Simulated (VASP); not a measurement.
Set up this calculation in VASP 6.6.1, as the native input.

```yaml
Task: single point
Functional: LDA
Potentials_or_basis: VASP PAW LDA potentials, release 64 (Si, C)
Cutoff: 600 eV
k_mesh: 10 × 10 × 10
Occupations: gaussian, width 0.02 eV
Spin: no spin polarisation
Dipole_correction: no
Further_INCAR_settings: ALGO = Normal; EDIFF = 1e-06; NBANDS = 11
```

The structure of SiC lies in POSCAR:

```
SiC
1.0
    0.0000000000      2.1861290539      2.1451151163
    2.1861290539      0.0000000000      2.1451151163
    2.1861290539      2.1861290539      0.0000000000
Si C
1 1
Direct
    0.0000000000      0.0000000000      0.0000000000
    0.2500000000      0.2500000000      0.2500000000
```

This cell differs from its parent crystal: strained cell.

The input as run:

INCAR

```
SYSTEM = SiC
  PREC = Accurate
  ENCUT = 600
  EDIFF = 1E-6
  ISMEAR = 0
  SIGMA = 0.02
  LREAL = .FALSE.
  LASPH = .TRUE.
  NELM = 120
  ALGO = Normal
  ISIF = 2
  LWAVE = .FALSE.
  LCHARG = .FALSE.
  NBANDS = 11
  GGA_COMPAT = .FALSE.
```

KPOINTS

```
Automatic mesh
0
G
  10 10 10
  0 0 0
```

Potentials or basis: VASP PAW LDA potentials, release 64 (Si, C).

Command:

```bash
$ cat potpaw_LDA.64/Si/POTCAR potpaw_LDA.64/C/POTCAR > POTCAR
$ mpirun -np 1 vasp_std > vasp.out
```

It gave:

```yaml
Pressure: -2.2 GPa
Band_gap_on_the_k_mesh: 1.10 eV (least direct gap 4.48 eV)
```

Caveat: the cell differs from its parent crystal (strained cell).

It took 7.6 s on 1 thread of Intel(R) Xeon(R) 6975P-C (Granite Rapids) (shared host), peak memory 0.14 GiB.
